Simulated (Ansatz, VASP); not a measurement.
## F in VASP and in Ansatz

```xyz
4
Lattice="3.0415 -1.7480 -0.2346 3.0415 1.7480 -0.2346 -2.2870 0.0000 7.0005" Properties=species:S:1:pos:R:3 pbc="T T T"
F     0.3011    0.0000    0.6183
F     3.4949    0.0000    5.9130
F     1.6932    0.0000    3.9210
F     2.1028    0.0000    2.6103
```

Alike in both runs: task single point; functional PBEsol; k mesh 4 × 4 × 2; occupations gaussian, width 0.05 eV; no spin polarisation.

|  | VASP | Ansatz |
| --- | --- | --- |
| version | VASP 6.6.1 | Ansatz 0.2.0 |
| potentials or method | VASP PAW PBE potentials, release 64 (F), cutoff 520 eV | scalar-relativistic, plane waves, PAW |
| valence electrons in the cell | 28 | 28 |

```tsv
	VASP	Ansatz	Ansatz less VASP
gap on the k mesh at the Fermi level (eV)	3.30	3.39	+0.087
least direct gap on the mesh (eV)	3.40	3.49	+0.087
pressure (GPa)	2.8	2.3	-0.47
traceless stress, the component that is largest in VASP (GPa)	5.14	3.52	-1.621
rms of the force components (eV/Å)	0.905	0.619	-0.2851
```

VASP's potentials were made for PBE, not for PBEsol. Atom by atom the forces differ by 0.285 eV/Å (rms over components).

The k mesh is coarse, so the values compare programs but aren't converged.
